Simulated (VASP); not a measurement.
# SiO2 in VASP: single point with r2SCAN

Aim: the single point of SiO2 with r2SCAN.

Everything below comes from runs of VASP 6.6.1. Logs are shortened: lines on timing, memory, paths and dates and some standing lists are left out, and cuts for length are marked.

## 1. The cell of the first run

The cell holds a sheet with vacuum, 6 atoms: a = 2.687 Å, b = 2.687 Å, c = 37.223 Å, α = 90.00°, β = 90.00°, γ = 120.00°.

## 2. Single point, r2SCAN

POSCAR

```
SiO2
1.0
    2.6863228086     -0.0669273618      0.0000000000
   -1.2853438345      2.3598094692      0.0000000000
    0.0000000000      0.0000000000     37.2231571600
Si O
2 4
Direct
    0.5000002801      0.4999997199      0.2158335671
    0.5000002801      0.4999997199      0.3483313669
    0.1666485732      0.8333514268      0.2404588395
    0.8333511467      0.1666488533      0.1911774376
    0.8333511467      0.1666488533      0.3729874964
    0.1666485732      0.8333514268      0.3237060944
```

INCAR.step1

```
SYSTEM = SiO2
  PREC = Accurate
  ENCUT = 520
  ISMEAR = 0
  SIGMA = 0.02
  LREAL = .False.
  LASPH = .True.
  NELM = 100
  LDIPOL = .True.
  IDIPOL = 3
  DIPOL = 0.5 0.5 0.282
  NBANDS = 25
  GGA = PE
  ALGO = Normal
  EDIFF = 1E-4
  LWAVE = .True.
  LCHARG = .False.
```

INCAR.step2

```
SYSTEM = SiO2
  PREC = Accurate
  ENCUT = 520
  EDIFF = 1E-6
  ISMEAR = 0
  SIGMA = 0.02
  LREAL = .False.
  LASPH = .True.
  NELM = 100
  ALGO = Normal
  ISIF = 2
  LWAVE = .False.
  LCHARG = .True.
  LDIPOL = .True.
  IDIPOL = 3
  DIPOL = 0.5 0.5 0.282
  METAGGA = R2SCAN
  LMIXTAU = .True.
  LELF = .True.
  LVHAR = .True.
  LVACPOTAV = .True.
  NBANDS = 25
  ISTART = 1
```

KPOINTS

```
Automatic mesh
0
Gamma
  12 12 1
  0 0 0
```

Potentials or basis: VASP PAW PBE potentials, release 64 (Si, O).

Started as:

```
cat potpaw_PBE.64/Si/POTCAR potpaw_PBE.64/O/POTCAR > POTCAR
cp INCAR.step1 INCAR
mpirun -np 1 vasp_std > vasp.out
cp INCAR.step2 INCAR
mpirun -np 1 vasp_std > vasp.out
```

OUTCAR:

```text
SYSTEM = SiO2
   PREC = Accurate
   ENCUT = 520
   EDIFF = 1E-6
   ISMEAR = 0
   LREAL = .False.
   LASPH = .True.
   NELM = 100
   ISIF = 2
   METAGGA = R2SCAN
   ISTART = 1

 ion  position               nearest neighbor table
   1  0.500  0.500  0.216-   3 1.80   3 1.80   3 1.80   4 1.80   4 1.80   4 1.80
   2  0.500  0.500  0.348-   6 1.80   6 1.80   6 1.80   5 1.80   5 1.80   5 1.80
   3  0.167  0.833  0.240-   1 1.80   1 1.80   1 1.80
   4  0.833  0.167  0.191-   1 1.80   1 1.80   1 1.80
   5  0.833  0.167  0.373-   2 1.80   2 1.80   2 1.80
   6  0.167  0.833  0.324-   2 1.80   2 1.80   2 1.80

  LATTYP: Found a base centered orthorhombic cell.
 ALAT       =     2.6870151552
 B/A-ratio  =     1.7321721995
 C/A-ratio  =    13.8529762617

  Lattice vectors:

 A1 = (   2.6863228086,  -0.0669273618,   0.0000000000)
 A2 = (  -1.2853438345,   2.3598094692,   0.0000000000)
 A3 = (   0.0000000000,   0.0000000000,  37.2231571600)

Analysis of symmetry for initial positions (statically):
=====================================================================
 Subroutine PRICEL returns:
 Original cell was already a primitive cell.

 Routine SETGRP: Setting up the symmetry group for a
 base centered orthorhombic supercell.

 Subroutine GETGRP returns: Found  4 space group operations
 (whereof  2 operations were pure point group operations)
 out of a pool of  8 trial point group operations.

The static configuration has the point symmetry C_1h.
 The point group associated with its full space group is C_2v.

Analysis of symmetry for dynamics (positions and initial velocities):
=====================================================================
 Subroutine PRICEL returns:
 Original cell was already a primitive cell.

 Routine SETGRP: Setting up the symmetry group for a
 base centered orthorhombic supercell.

 Subroutine GETGRP returns: Found  4 space group operations
 (whereof  2 operations were pure point group operations)
 out of a pool of  8 trial point group operations.

The dynamic configuration has the point symmetry C_1h.
 The point group associated with its full space group is C_2v.

 Subroutine INISYM returns: Found  4 space group operations
 (whereof  2 operations are pure point group operations),
 and found     1 'primitive' translations

----------------------------------------------------------------------------------------

                                     Primitive cell

  volume of cell :     232.7633

  direct lattice vectors                    reciprocal lattice vectors
     2.686322809 -0.066927362  0.000000000     0.377377184  0.205550254  0.000000000
    -1.285343834  2.359809469  0.000000000     0.010702923  0.429592706  0.000000000
     0.000000000  0.000000000 37.223157160     0.000000000  0.000000000  0.026864997

  length of vectors
     2.687156397  2.687156397 37.223157160     0.429726013  0.429726013  0.026864997

  position of ions in fractional coordinates (direct lattice)
     0.500000280  0.499999720  0.215833567
     0.500000280  0.499999720  0.348331367
     0.166648573  0.833351427  0.240458840
     0.833351147  0.166648853  0.191177438
     0.833351147  0.166648853  0.372987496
     0.166648573  0.833351427  0.323706094

  ion indices of the primitive-cell ions
   primitive index   ion index
                 1           1
                 2           2
                 3           3
                 4           4
                 5           5
                 6           6

----------------------------------------------------------------------------------------

 KPOINTS: Automatic mesh

Automatic generation of k-mesh.
 Grid dimensions read from file:
 generate k-points for:   12   12    1

 Generating k-lattice:

  Cartesian coordinates                     Fractional coordinates (reciprocal lattice)
     0.031448099  0.017129188  0.000000000     0.083333333 -0.000000000  0.000000000
     0.000891910  0.035799392  0.000000000     0.000000000  0.083333333  0.000000000
     0.000000000  0.000000000  0.026864997     0.000000000  0.000000000  1.000000000

  Length of vectors
     0.035810501  0.035810501  0.026864997

  Shift w.r.t. Gamma in fractional coordinates (k-lattice)
     0.000000000  0.000000000  0.000000000

 Subroutine IBZKPT returns following result:
 ===========================================

 Found     43 irreducible k-points:

 Following reciprocal coordinates:
            Coordinates               Weight
  0.000000  0.000000  0.000000      1.000000
  0.083333  0.000000  0.000000      4.000000
  0.166667  0.000000  0.000000      4.000000
  0.250000  0.000000  0.000000      4.000000
  0.333333 -0.000000  0.000000      4.000000
  0.416667 -0.000000  0.000000      4.000000
[... 16 lines left out ...]
  0.500000  0.166667  0.000000      4.000000
 -0.416667  0.166667  0.000000      4.000000
 [... further k-points ...]
   k-points           NKPTS =     43   k-points in BZ     NKDIM =     43   number of bands    NBANDS=     25
   number of dos      NEDOS =    301   number of ions     NIONS =      6
   total plane-waves  NPLWV = 112000
   dimension x,y,z NGX =    20 NGY =   20 NGZ =  280
   dimension x,y,z NGXF=    40 NGYF=   40 NGZF=  560
   ions per type =               2   4
   NGX,Y,Z   is equivalent  to a cutoff of  12.37, 12.37, 12.51 a.u.
   NGXF,Y,Z  is equivalent  to a cutoff of  24.75, 24.75, 25.01 a.u.
 SYSTEM =  SiO2
   PREC   = accura    normal or accurate (medium, high low for compatibility)
   ISTART =      1    job   : 0-new  1-cont  2-samecut
   ICHARG =      0    charge: 1-file 2-atom 10-const
   ISPIN  =      1    spin polarized calculation?
   LNONCOLLINEAR =      F non collinear calculations
   LSORBIT =      F    spin-orbit coupling
   LASPH  =      T    aspherical Exc in radial PAW
   ENCUT  =  520.0 eV  38.22 Ry    6.18 a.u.   5.00  5.00 69.21*2*pi/ulx,y,z
   NELM   =    100;   NELMIN=  2; NELMDL=  0     # of ELM steps
   EDIFF  = 0.1E-05   stopping-criterion for ELM
   LREAL  =      F    real-space projection
[... 7 lines left out ...]
   TEBEG  =    0.0;   TEEND  =   0.0 temperature during run
   PSTRESS=    0.0 pullay stress
   NELECT =      32.0000    total number of electrons
   NUPDOWN=      -1.0000    fix difference up-down
   EMIN   =  10.00;   EMAX   =-10.00  energy-range for DOS
   EFERMI =   0.00;   METHOD = LEGACY
   ISMEAR =     0;   SIGMA  =   0.02  broadening in eV -4-tet -1-fermi 0-gaus
   EFERMI_NEDOS =   21; number of points for ismear=-14 and -15
   IALGO  =     38    algorithm
   IMIX   =      4    mixing-type and parameters
     AMIX     =   0.40;   BMIX     =  1.00
     AMIX_MAG =   1.60;   BMIX_MAG =  1.00
  volume/ion in A,a.u.               =      38.79       261.79
  Fermi-wavevector in a.u.,A,eV,Ry     =   0.844929  1.596683  9.713257  0.713904
  Thomas-Fermi vector in A             =   1.960035
   LORBIT       =      0    0 simple, 1 ext, 2 COOP (PROOUT), +10 PAW based schemes
   METAGGA = R2SCAN    functional components
   LHFCALC =     F    Hartree Fock is set to
   AEXX    =    0.0000 exact exchange contribution
   IVDW    =     0    specifies the selected vdW correction
   LEPSILON=     F    determine dielectric tensor
   LRPA    =     F    only Hartree local field effects (RPA)
 non-spin polarized calculation
 Gauss-broadening in eV      SIGMA  =   0.02
  energy-cutoff  :      520.00
  volume of cell :      232.76
 maximum number of plane-waves:      6351
   NGX =  9   NGY =  9   NGZ =139

 dipolmoment           0.000000      0.000000     -0.000003 electrons x Angstroem

 number of electron      31.9999992 magnetization

 dipolmoment           0.000000      0.000000      0.000001 electrons x Angstroem

 Free energy of the ion-electron system (eV)
  ---------------------------------------------------
  ext. energy  EPLUGINS =         0.00000000
  ---------------------------------------------------
  free energy    TOTEN  =       -57.50850167 eV

  energy without entropy =      -57.50850167  energy(sigma->0) =      -57.50850167

 E-fermi :  -6.0166     XC(G=0):  -2.9435

 val. band max:       -6.1574680216   @ k =  -0.2500   0.1667   0.0000
 cond. band min:       1.1708273822   @ k =   0.0000   0.0000   0.0000
 fundamental gap:      7.3282954039
 Fermi energy:        -6.0166143083

 k-point     1 :       0.0000    0.0000    0.0000
  band No.  band energies     occupation
      1     -28.3920      2.00000
      2     -28.3762      2.00000
      3     -24.6475      2.00000
      4     -24.6074      2.00000
      5     -11.0991      2.00000
      6     -10.7772      2.00000
[... 17 lines left out ...]
     24       3.6918      0.00000
     25       4.0236      0.00000

 k-point     2 :       0.0833    0.0000    0.0000
  band No.  band energies     occupation
      1     -28.2695      2.00000
      2     -28.2538      2.00000
      3     -24.5991      2.00000
      4     -24.5600      2.00000
      5     -11.0390      2.00000
      6     -10.7328      2.00000
[... 17 lines left out ...]
     24       3.8990      0.00000
     25       4.2194      0.00000

 k-point     3 :       0.1667    0.0000    0.0000
  band No.  band energies     occupation
      1     -27.9122      2.00000
      2     -27.8966      2.00000
      3     -24.4729      2.00000
      4     -24.4368      2.00000
      5     -10.9626      2.00000
      6     -10.7449      2.00000
[... 552 lines left out ...]
 k-point    23 :       0.5000    0.1667    0.0000
  band No.  band energies     occupation
      1     -25.7238      2.00000
      2     -25.7088      2.00000
      3     -24.3662      2.00000
      4     -24.3462      2.00000
      5     -13.8999      2.00000
      6     -13.8685      2.00000
[... 17 lines left out ...]
     24       8.6245      0.00000
     25       8.7029      0.00000

 k-point    24 :      -0.4167    0.1667    0.0000
  band No.  band energies     occupation
      1     -26.3818      2.00000
      2     -26.3669      2.00000
      3     -24.2426      2.00000
      4     -24.2185      2.00000
      5     -13.0366      2.00000
      6     -13.0043      2.00000
[... 17 lines left out ...]
     24       7.3212      0.00000
     25       7.3312      0.00000

 [... further k-points ...]

------------------------ aborting loop because EDIFF is reached ----------------------------------------

 vacuum level on the upper side and lower side of the slab       (xc-potential included)        -0.029        -0.029

  FORCE on cell =-STRESS in cart. coord.  units (eV):
  Direction    XX          YY          ZZ          XY          YZ          ZX
  --------------------------------------------------------------------------------------
  -------------------------------------------------------------------------------------
  Total       -1.6251206     -1.6215043     -1.8763817      0.0035260     -0.0000000     -0.0000000
  in kB      -11.1861765    -11.1612844    -12.9156796      0.0242704     -0.0000000     -0.0000000
  external PRESSURE =     -11.7543802 kB  Pullay stress =       0.0000000 kB

 VOLUME and BASIS-vectors are now :
 -----------------------------------------------------------------------------
  energy-cutoff  :      520.00
  volume of cell :      232.76
      direct lattice vectors                 reciprocal lattice vectors
     2.686322809 -0.066927362  0.000000000     0.377377184  0.205550254  0.000000000
    -1.285343834  2.359809469  0.000000000     0.010702923  0.429592706  0.000000000
     0.000000000  0.000000000 37.223157160     0.000000000  0.000000000  0.026864997

 POSITION                                       TOTAL-FORCE (eV/Angst)
 -----------------------------------------------------------------------------------
      0.70049      1.14644      8.03401        -0.000035      0.000021     -0.040657
      0.70049      1.14644     12.96599        -0.000035      0.000021      0.040657
     -0.62347      1.95540      8.95064         0.001013     -0.000619     -0.564756
      2.02445      0.33749      7.11623        -0.000978      0.000597      0.547205
      2.02445      0.33749     13.88377        -0.000978      0.000597     -0.547205
     -0.62347      1.95540     12.04936         0.001013     -0.000619      0.564756
 -----------------------------------------------------------------------------------
    total drift:                                0.000013     -0.000008      0.000040

  FREE ENERGIE OF THE ION-ELECTRON SYSTEM (eV)
  ---------------------------------------------------
  free  energy   TOTEN  =       -57.5085016748 eV

  energy  without entropy=      -57.5085016748  energy(sigma->0) =      -57.50850167

 vacuum level on the upper side and lower side of the slab         3.169         3.169
```

Wall time 12 min (1 thread of Intel Xeon 6975P-C (Granite Rapids), shared host); peak memory 0.48 GiB.

What came out:

```
Free energy                            : -57.5085 eV
Largest force                          : 0.565 eV/Å
Band gap on the k mesh                 : 7.33 eV (least direct gap 7.81 eV)
Ionisation potential of the upper face : 9.33 eV
```

Forces on the atoms (eV/Å):
```
Si   0.000  0.000 -0.041
Si   0.000  0.000  0.041
O    0.001 -0.001 -0.565
O   -0.001  0.001  0.547
O   -0.001  0.001 -0.547
O    0.001 -0.001  0.565
```

Caveat: the PAW data sets were made with another functional, which shifts forces and pressure a little.
